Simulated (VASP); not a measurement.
Set up this calculation in VASP 6.6.1, as the native input.

| Quantity | Value |
| --- | --- |
| Task | single point |
| Functional | RPBE |
| Potentials or basis | VASP PAW PBE potentials, release 64 (Ta_pv) |
| Cutoff | 400 eV |
| k mesh | 1 × 1 × 1 |
| Occupations | fermi-dirac, width 0.01 eV |
| Spin | collinear spin |
| Starting moments | [5.0] μB |
| Dipole correction | no |
| Further INCAR settings | ALGO = Normal; EDIFF = 1e-06; NBANDS = 16; ISYM = 0 |

The structure of Ta lies in POSCAR:

```
Ta
1.0
   14.0000000000      0.0000000000      0.0000000000
    0.0000000000     14.4000000000      0.0000000000
    0.0000000000      0.0000000000     14.8000000000
Ta
1
Direct
    0.5000000000      0.5000000000      0.5000000000
```

One way to write it, as run:

INCAR

```
PREC = Accurate
ENCUT = 400
EDIFF = 1E-6
ISMEAR = -1
SIGMA = 0.01
LREAL = F
LASPH = T
NELM = 200
ALGO = Normal
ISIF = 2
LWAVE = F
LCHARG = F
ISPIN = 2
MAGMOM = 5
LORBIT = 11
LMAXMIX = 4
GGA = RP
ISYM = 0
NBANDS = 16
GGA_COMPAT = F
```

KPOINTS

```
Automatic mesh
0
Gamma
  1 1 1
```

Potentials or basis: VASP PAW PBE potentials, release 64 (Ta_pv).

Command:

```console
$ cat potpaw_PBE.64/Ta_pv/POTCAR > POTCAR
$ mpirun -np 1 vasp_gam > vasp.out
```

Results of the run:

```json
{
  "Pressure": "0.0 GPa",
  "Band gap on the k mesh": "zero (filled and empty bands touch)",
  "Net moment": "3.00 μB per cell",
  "Site moments": "Ta +2.13 μB",
  "Valence electrons inside the program's atomic spheres": "Ta 8.53"
}
```

Caveat: the PAW data sets were made with another functional, which shifts forces and pressure a little; spin-orbit coupling is left out, which moves the levels of the heavy elements.

Wall time 11 min on 1 thread of Intel(R) Xeon(R) Platinum 8375C CPU @ 2.90GHz (Ice Lake), on a shared host, peak memory 2 GiB.
